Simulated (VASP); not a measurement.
# PbF2 (I4mm) in VASP: further runs

Runs on PbF2. Level: LDA. Tasks: single point.

Everything below comes from runs of VASP 6.6.1. Logs are shortened: lines on timing, memory, paths and dates and some standing lists are left out, and cuts for length are marked.

### Step 1. The cell of the first run

It takes space group I4mm (No. 107, tetragonal). Conventional cell: a = 4.200 Å, b = 4.200 Å, c = 5.940 Å, α = 90.00°, β = 90.00°, γ = 90.00°. Pb (site symmetry 4mm) has 8 F at 2.32 to 2.89 Å within 3.1 Å. F (site symmetry 2mm) has 4 Pb at 2.32 to 2.89 Å and 6 F at 2.97 Å within 3.1 Å.

### Step 2. Single point, LDA

Input file INCAR:

```
PREC     = Accurate       # precision mode
ENCUT    = 520            # plane-wave cutoff, eV
EDIFF    = 1E-6           # SCF threshold, eV
ISMEAR   = 0              # smearing method
SIGMA    = 0.05           # smearing width, eV
LREAL    = F              # projectors in reciprocal space
LASPH    = T              # aspherical terms in the spheres
NELM     = 60             # most SCF steps
ALGO     = Normal         # electronic algorithm
ISIF     = 2              # what is computed and relaxed
LWAVE    = F              # write WAVECAR
LCHARG   = F              # write CHGCAR
GGA      = CA             # functional
NBANDS   = 21             # bands
```

Input file KPOINTS:

```
regular mesh
0
Gamma
  8 8 8
```

Input file POSCAR:

```
PbF2
1.0
    0.0000000000      2.9698500000      2.9698500000
    2.9698500000      0.0000000000      2.9698500000
    2.9698500000      2.9698500000      0.0000000000
Pb F
1 2
Direct
    0.0000000000      0.0000000000      0.0000000000
    0.3341793357      0.3341793357      0.1658206643
    0.8341793357      0.8341793357      0.6658206643
```

Potentials or basis: VASP PAW LDA potentials, release 64 (Pb_d, F).

Command:

```sh
cat potpaw_LDA.64/Pb_d/POTCAR potpaw_LDA.64/F/POTCAR > POTCAR
mpirun -np 1 vasp_std > vasp.out
```

OUTCAR:

```text
PREC = Accurate
   ENCUT = 520
   EDIFF = 1E-6
   ISMEAR = 0
   LREAL = F
   LASPH = T
   NELM = 60
   ISIF = 2
   GGA = CA

 ion  position               nearest neighbor table
   1  0.000  0.000  0.000-   3 2.32   3 2.32   2 2.32   2 2.32   2 2.89   3 2.89   3 2.89   2 2.89

   2  0.334  0.334  0.166-   1 2.32   1 2.32   1 2.89   1 2.89
   3  0.834  0.834  0.666-   1 2.32   1 2.32   1 2.89   1 2.89

  LATTYP: Found a face centered cubic cell.
 ALAT       =     5.9397000000

  Lattice vectors:

 A1 = (   0.0000000000,   2.9698500000,   2.9698500000)
 A2 = (   2.9698500000,   0.0000000000,   2.9698500000)
 A3 = (   2.9698500000,   2.9698500000,   0.0000000000)

Analysis of symmetry for initial positions (statically):
=====================================================================
 Subroutine PRICEL returns:
 Original cell was already a primitive cell.

 Routine SETGRP: Setting up the symmetry group for a
 face centered cubic supercell.

 Subroutine GETGRP returns: Found  8 space group operations
 (whereof  8 operations were pure point group operations)
 out of a pool of 48 trial point group operations.

The static configuration has the point symmetry C_4v.

Analysis of symmetry for dynamics (positions and initial velocities):
=====================================================================
 Subroutine PRICEL returns:
 Original cell was already a primitive cell.

 Routine SETGRP: Setting up the symmetry group for a
 face centered cubic supercell.

 Subroutine GETGRP returns: Found  8 space group operations
 (whereof  8 operations were pure point group operations)
 out of a pool of 48 trial point group operations.

The dynamic configuration has the point symmetry C_4v.

 Subroutine INISYM returns: Found  8 space group operations
 (whereof  8 operations are pure point group operations),
 and found     1 'primitive' translations

----------------------------------------------------------------------------------------

                                     Primitive cell

  volume of cell :      52.3882

  direct lattice vectors                    reciprocal lattice vectors
     0.000000000  2.969850000  2.969850000    -0.168358671  0.168358671  0.168358671
     2.969850000  0.000000000  2.969850000     0.168358671 -0.168358671  0.168358671
     2.969850000  2.969850000  0.000000000     0.168358671  0.168358671 -0.168358671

  length of vectors
     4.200002148  4.200002148  4.200002148     0.291605773  0.291605773  0.291605773

  position of ions in fractional coordinates (direct lattice)
     0.000000000  0.000000000  0.000000000
     0.334179336  0.334179336  0.165820664
     0.834179336  0.834179336  0.665820664

  ion indices of the primitive-cell ions
   primitive index   ion index
                 1           1
                 2           2
                 3           3

----------------------------------------------------------------------------------------

 KPOINTS: regular mesh

Automatic generation of k-mesh.
 Grid dimensions read from file:
 generate k-points for:    8    8    8

 Generating k-lattice:

  Cartesian coordinates                     Fractional coordinates (reciprocal lattice)
    -0.021044834  0.021044834  0.021044834     0.125000000  0.000000000  0.000000000
     0.021044834 -0.021044834  0.021044834     0.000000000  0.125000000  0.000000000
     0.021044834  0.021044834 -0.021044834     0.000000000  0.000000000  0.125000000

  Length of vectors
     0.036450722  0.036450722  0.036450722

  Shift w.r.t. Gamma in fractional coordinates (k-lattice)
     0.000000000  0.000000000  0.000000000

 Subroutine IBZKPT returns following result:
 ===========================================

 Found     59 irreducible k-points:

 Following reciprocal coordinates:
            Coordinates               Weight
  0.000000  0.000000  0.000000      1.000000
  0.125000  0.000000  0.000000      8.000000
  0.250000  0.000000  0.000000      8.000000
  0.375000  0.000000  0.000000      8.000000
  0.500000  0.000000  0.000000      4.000000
  0.125000  0.125000  0.000000      2.000000
[... 16 lines left out ...]
  0.000000  0.375000  0.250000     16.000000
  0.500000  0.250000  0.000000      8.000000
 [... further k-points ...]
   k-points           NKPTS =     59   k-points in BZ     NKDIM =     59   number of bands    NBANDS=     21
   number of dos      NEDOS =    301   number of ions     NIONS =      3
   total plane-waves  NPLWV =  32768
   dimension x,y,z NGX =    32 NGY =   32 NGZ =   32
   dimension x,y,z NGXF=    64 NGYF=   64 NGZF=   64
   ions per type =               1   2
   NGX,Y,Z   is equivalent  to a cutoff of  12.67, 12.67, 12.67 a.u.
   NGXF,Y,Z  is equivalent  to a cutoff of  25.33, 25.33, 25.33 a.u.
 SYSTEM =  unknown system
   PREC   = accura    normal or accurate (medium, high low for compatibility)
   ISTART =      0    job   : 0-new  1-cont  2-samecut
   ICHARG =      2    charge: 1-file 2-atom 10-const
[... 80 lines left out ...]
      6     -12.6593      2.00000
[... 13 lines left out ...]
     20      15.7360      0.00000
     21      17.1911      0.00000

 k-point     3 :       0.2500    0.0000    0.0000
  band No.  band energies     occupation
      1     -19.4232      2.00000
      2     -19.0258      2.00000
      3     -12.8065      2.00000
      4     -12.7851      2.00000
      5     -12.7336      2.00000
      6     -12.6607      2.00000
[... 13 lines left out ...]
     20      15.3042      0.00000
     21      16.6041      0.00000

 k-point     4 :       0.3750    0.0000    0.0000
  band No.  band energies     occupation
      1     -19.3188      2.00000
      2     -19.1024      2.00000
      3     -12.7949      2.00000
      4     -12.7484      2.00000
      5     -12.7053      2.00000
      6     -12.6597      2.00000
[... 13 lines left out ...]
     20      15.0048      0.00000
     21      15.8737      0.00000

 k-point     5 :       0.5000    0.0000    0.0000
  band No.  band energies     occupation
      1     -19.2416      2.00000
      2     -19.1667      2.00000
      3     -12.7910      2.00000
      4     -12.7407      2.00000
      5     -12.6700      2.00000
      6     -12.6583      2.00000
[... 13 lines left out ...]
     20      14.8451      0.00000
     21      15.5750      0.00000

 k-point     6 :       0.1250    0.1250    0.0000
  band No.  band energies     occupation
      1     -19.4995      2.00000
      2     -18.9828      2.00000
      3     -12.8150      2.00000
      4     -12.8150      2.00000
      5     -12.7431      2.00000
      6     -12.6544      2.00000
[... 13 lines left out ...]
     20      16.4188      0.00000
     21      17.6770      0.00000

 k-point     7 :       0.0000    0.1250    0.1250
  band No.  band energies     occupation
      1     -19.4934      2.00000
      2     -18.9742      2.00000
      3     -12.8296      2.00000
      4     -12.8042      2.00000
      5     -12.7388      2.00000
      6     -12.6625      2.00000
[... 13 lines left out ...]
     20      16.0310      0.00000
     21      16.9449      0.00000
[... 291 lines left out ...]
      1     -19.4091      2.00000
      2     -19.0579      2.00000
      3     -12.7860      2.00000
      4     -12.7860      2.00000
      5     -12.7439      2.00000
      6     -12.6455      2.00000
[... 13 lines left out ...]
     20      16.6632      0.00000
     21      16.8561      0.00000

 k-point    21 :       0.0000    0.2500    0.2500
  band No.  band energies     occupation
      1     -19.3877      2.00000
      2     -19.0297      2.00000
      3     -12.8154      2.00000
      4     -12.7568      2.00000
      5     -12.7208      2.00000
      6     -12.6718      2.00000
[... 13 lines left out ...]
     20      16.3807      0.00000
     21      16.6449      0.00000

 k-point    22 :       0.3750    0.2500    0.0000
  band No.  band energies     occupation
      1     -19.3441      2.00000
      2     -19.1057      2.00000
      3     -12.7752      2.00000
      4     -12.7719      2.00000
      5     -12.7268      2.00000
      6     -12.6432      2.00000
[... 13 lines left out ...]
     20      16.6003      0.00000
     21      17.4082      0.00000

 k-point    23 :       0.0000    0.3750    0.2500
  band No.  band energies     occupation
      1     -19.3182      2.00000
      2     -19.0718      2.00000
      3     -12.7933      2.00000
      4     -12.7432      2.00000
      5     -12.6919      2.00000
      6     -12.6706      2.00000
[... 13 lines left out ...]
     20      16.5518      0.00000
     21      17.7164      0.00000

 k-point    24 :       0.5000    0.2500    0.0000
  band No.  band energies     occupation
      1     -19.2656      2.00000
      2     -19.1581      2.00000
      3     -12.7675      2.00000
      4     -12.7656      2.00000
      5     -12.6816      2.00000
      6     -12.6478      2.00000
[... 13 lines left out ...]
     20      16.5419      0.00000
     21      17.5633      0.00000

 [... further k-points ...]

------------------------ aborting loop because EDIFF is reached ----------------------------------------

  FORCE on cell =-STRESS in cart. coord.  units (eV):
  Direction    XX          YY          ZZ          XY          YZ          ZX
  --------------------------------------------------------------------------------------
  -------------------------------------------------------------------------------------
  Total        0.1930954      0.1930954      0.2066198      0.0000000      0.0000000     -0.0000000
  in kB        5.9053950      5.9053950      6.3190102      0.0000000      0.0000000     -0.0000000
  external PRESSURE =       6.0432667 kB  Pullay stress =       0.0000000 kB

 VOLUME and BASIS-vectors are now :
 -----------------------------------------------------------------------------
  energy-cutoff  :      520.00
  volume of cell :       52.39
      direct lattice vectors                 reciprocal lattice vectors
     0.000000000  2.969850000  2.969850000    -0.168358671  0.168358671  0.168358671
     2.969850000  0.000000000  2.969850000     0.168358671 -0.168358671  0.168358671
     2.969850000  2.969850000  0.000000000     0.168358671  0.168358671 -0.168358671

 POSITION                                       TOTAL-FORCE (eV/Angst)
 -----------------------------------------------------------------------------------
      0.00000      0.00000      0.00000         0.000000      0.000000      1.100114
      1.48493      1.48493      1.98493         0.000000      0.000000     -0.550057
      4.45477      4.45477      4.95478         0.000000      0.000000     -0.550057
 -----------------------------------------------------------------------------------
    total drift:                                0.000003      0.000003     -0.000983

  FREE ENERGIE OF THE ION-ELECTRON SYSTEM (eV)
  ---------------------------------------------------
  free  energy   TOTEN  =       -15.7044409676 eV

  energy  without entropy=      -15.7044409676  energy(sigma->0) =      -15.70444097
```

Wall time 59 s (1 thread of Intel Xeon Platinum 8259CL at 2.50GHz (Skylake/Cascade Lake), shared host); peak memory 0.19 GiB.

Results:

| Quantity | Value |
| --- | --- |
| Free energy | -15.7044 eV |
| Pressure | 0.6 GPa |
| Largest force | 1.100 eV/Å |
| Band gap on the k mesh | 3.93 eV (least direct gap 4.46 eV) |

Forces in eV/Å, atoms in the order of the input:
```
Pb   0.000  0.000  1.100
F    0.000  0.000 -0.550
F    0.000  0.000 -0.550
```

Caveat: the cell differs from its parent crystal (all F atoms moved -0.500 Å, as atom 2 towards its neighbour atom 3 (F) at 2.970 Å); spin-orbit coupling is left out, which moves the levels of the heavy elements; forces of over 1 eV/Å act on the atoms, so gaps and moduli don't describe the material at rest.

### Step 3. Single point, LDA

Input file INCAR:

```
PREC = Accurate ; ENCUT = 520
EDIFF = 1E-6 ; ISMEAR = 0
SIGMA = 0.05 ; LREAL = False
LASPH = True ; NELM = 100
ALGO = Normal ; ISIF = 2
LWAVE = False ; LCHARG = True
GGA = CA ; LELF = True
LVHAR = True ; NBANDS = 21
```

KPOINTS is that of step 2.

Input file POSCAR:

```
PbF2
1.0
    0.0000000000      2.9698500000      2.9698500000
    2.9698500000      0.0000000000      2.9698500000
    2.9698500000      2.9698500000      0.0000000000
Pb F
1 2
Direct
    0.0000000000      0.0000000000      0.0000000000
    0.2920896678      0.2920896678      0.2079103322
    0.7920896678      0.7920896678      0.7079103322
```

Potentials or basis: VASP PAW LDA potentials, release 64 (Pb_d, F).

Command:

```sh
cat potpaw_LDA.64/Pb_d/POTCAR potpaw_LDA.64/F/POTCAR > POTCAR
mpirun -np 1 vasp_std > vasp.out
```

Run time: 55 s. Hardware: 1 thread of Intel Xeon Platinum 8259CL at 2.50GHz (Skylake/Cascade Lake), shared host; peak memory 0.19 GiB.

Results (log left out):

```
Free energy            : -15.8723 eV
Pressure               : -3.6 GPa
Largest force          : 0.323 eV/Å
Band gap on the k mesh : 4.16 eV (least direct gap 4.43 eV)
```

Forces in eV/Å, atoms in the order of the input:
```
Pb   0.000  0.000  0.323
F    0.000  0.000 -0.162
F    0.000  0.000 -0.162
```

Stress tensor (GPa, compression positive):
```
-3.74  0.00  0.00
 0.00 -3.74  0.00
 0.00  0.00 -3.18
```

Levels at points of the mesh, in eV from the valence-band top:
```tsv
k point	band 11	band 12	band 13	band 14	band 15	band 16	band 17	band 18
(0.00, 0.00, 0.00)	-2.54	-2.01	-2.01	-1.96	6.42	6.75	6.75	10.12
(0.50, 0.00, 0.00)	-2.76	-2.21	-2.19	-0.06	4.77	7.45	7.61	12.68
(0.50, 0.50, 0.00)	-1.66	-1.66	-1.59	-0.33	4.16	7.81	7.81	8.53
(0.00, 0.50, 0.50)	-1.81	-1.67	-1.50	-0.15	4.28	7.36	7.74	8.77
```

Caveat: the cell differs from its parent crystal (all F atoms moved -0.250 Å, as atom 2 towards its neighbour atom 3 (F) at 2.970 Å); the cell stands under tension; spin-orbit coupling is left out, which moves the levels of the heavy elements. A k mesh can miss the band edges.

### Step 4. Single point, LDA

Input file INCAR:

```
SYSTEM = PbF2
PREC = Accurate
ENCUT = 520
EDIFF = 1E-6
ISMEAR = 0
SIGMA = 0.05
LREAL = .FALSE.
LASPH = .TRUE.
NELM = 60
ALGO = Normal
ISIF = 2
LWAVE = .FALSE.
LCHARG = .FALSE.
GGA = CA
NBANDS = 21
```

Input file KPOINTS:

```
regular mesh
0
G
  8 8 8
  0 0 0
```

Input file POSCAR:

```
PbF2
1.0
    0.0000000000      2.9698500000      2.9698500000
    2.9698500000      0.0000000000      2.9698500000
    2.9698500000      2.9698500000      0.0000000000
Pb F
1 2
Direct
    0.0000000000      0.0000000000      0.0000000000
    0.1973879152      0.1973879152      0.3026120848
    0.6973879152      0.6973879152      0.8026120848
```

Command:

```sh
cat potpaw_LDA.64/Pb_d/POTCAR potpaw_LDA.64/F/POTCAR > POTCAR
mpirun -np 1 vasp_std > vasp.out
```

Wall time 60 s (1 thread of Intel Xeon Platinum 8259CL at 2.50GHz (Skylake/Cascade Lake), shared host); peak memory 0.19 GiB.

Results (log left out):

- Free energy: -15.8476 eV
- Pressure: -2.8 GPa
- Largest force: 0.470 eV/Å
- Band gap on the k mesh: 4.12 eV (least direct gap 4.45 eV)

Forces in eV/Å, atoms in the order of the input:
```
Pb   0.000  0.000 -0.470
F    0.000  0.000  0.235
F    0.000  0.000  0.235
```

Stress tensor (GPa, compression positive):
```
-3.00  0.00  0.00
 0.00 -3.00  0.00
 0.00  0.00 -2.30
```

Levels at points of the mesh, in eV from the valence-band top:
| k point | band 11 | band 12 | band 13 | band 14 | band 15 | band 16 | band 17 | band 18 |
| --- | --- | --- | --- | --- | --- | --- | --- | --- |
| (0.00, 0.00, 0.00) | -2.58 | -2.05 | -2.05 | -1.97 | 6.34 | 6.85 | 6.85 | 10.04 |
| (0.50, 0.00, 0.00) | -2.81 | -2.25 | -2.23 | -0.09 | 4.74 | 7.43 | 7.67 | 12.60 |
| (0.50, 0.50, 0.00) | -1.74 | -1.74 | -1.63 | -0.43 | 4.12 | 7.85 | 7.85 | 8.51 |
| (0.00, 0.50, 0.50) | -1.91 | -1.75 | -1.53 | -0.14 | 4.31 | 7.19 | 7.75 | 8.84 |

Caveat: the cell differs from its parent crystal (all F atoms moved +0.312 Å, as atom 2 towards its neighbour atom 3 (F) at 2.970 Å); spin-orbit coupling is left out, which moves the levels of the heavy elements.

### Step 5. Single point, LDA

Input file INCAR:

```
PREC     = Accurate       # precision mode
ENCUT    = 520            # plane-wave cutoff, eV
EDIFF    = 1E-7           # SCF threshold, eV
ISMEAR   = 0              # smearing method
SIGMA    = 0.05           # smearing width, eV
LREAL    = False          # projectors in reciprocal space
LASPH    = True           # aspherical terms in the spheres
NELM     = 100            # most SCF steps
ALGO     = Normal         # electronic algorithm
ISIF     = 2              # what is computed and relaxed
LWAVE    = False          # write WAVECAR
LCHARG   = True           # write CHGCAR
GGA      = CA             # functional
LELF     = True           # ELF
LVHAR    = True         
NBANDS   = 21             # bands
```

Input file KPOINTS:

```
Automatic mesh
0
Gamma
  8 8 8
```

Input file POSCAR:

```
PbF2
1.0
    0.0000000000      2.9698500000      2.9698500000
    2.9698500000      0.0000000000      2.9698500000
    2.9698500000      2.9698500000      0.0000000000
Pb F
1 2
Direct
    0.0000000000      0.0000000000      0.0000000000
    0.2184327491      0.2184327491      0.2815672509
    0.7184327491      0.7184327491      0.7815672509
```

Command:

```sh
cat potpaw_LDA.64/Pb_d/POTCAR potpaw_LDA.64/F/POTCAR > POTCAR
mpirun -np 1 vasp_std > vasp.out
```

It took 60 s on 1 thread of Intel Xeon Platinum 8259CL at 2.50GHz (Skylake/Cascade Lake), shared host; peak memory 0.19 GiB.

The run converged. Its results:

```
Free energy            : -15.8889 eV
Pressure               : -4.1 GPa
Largest force          : 0.211 eV/Å
Band gap on the k mesh : 4.19 eV (least direct gap 4.41 eV)
```

Forces in eV/Å, atoms in the order of the input:
```
Pb   0.000  0.000 -0.211
F    0.000  0.000  0.105
F    0.000  0.000  0.105
```

Stress tensor (GPa, compression positive):
```
-4.27  0.00  0.00
 0.00 -4.27  0.00
 0.00  0.00 -3.90
```

Levels at points of the mesh, in eV from the valence-band top:
```csv
k point,band 10,band 11,band 12,band 13,band 14,band 15,band 16,band 17,band 18,band 19
"(0.00, 0.00, 0.00)",-2.63,-2.50,-1.98,-1.98,-1.96,6.48,6.67,6.67,10.18,14.66
"(0.50, 0.00, 0.00)",-2.82,-2.73,-2.17,-2.16,-0.04,4.80,7.47,7.56,12.74,13.35
"(0.50, 0.50, 0.00)",-3.66,-1.60,-1.60,-1.56,-0.25,4.19,7.77,7.77,8.54,13.86
"(0.00, 0.50, 0.50)",-3.56,-1.72,-1.61,-1.48,-0.15,4.26,7.50,7.73,8.69,13.80
```

Caveat: the cell differs from its parent crystal (all F atoms moved +0.188 Å, as atom 2 towards its neighbour atom 3 (F) at 2.970 Å); the cell stands under tension; spin-orbit coupling is left out, which moves the levels of the heavy elements.

### Step 6. The runs side by side

```csv
cell,gap on the mesh (eV),pressure (GPa),largest force (eV/Å)
"as given, atomic positions A",3.93,0.6,1.10
"as given, atomic positions B",4.16,-3.6,0.32
"as given, atomic positions C",4.12,-2.8,0.47
"as given, atomic positions D",4.19,-4.1,0.21
```

Alike in all rows: task single point; level LDA; potentials or basis VASP PAW LDA potentials, release 64 (Pb_d, F); no spin polarisation; k mesh 8 × 8 × 8; cutoff (eV) 520; smearing gaussian 0.05 eV.

Caveats: spin-orbit coupling is left out, which moves the levels of the heavy elements; the cell stands under tension (at least some runs); forces of over 1 eV/Å act on the atoms, so gaps and moduli don't describe the material at rest (at least some runs).

Absolute energies hang on the potentials; compare differences alone.
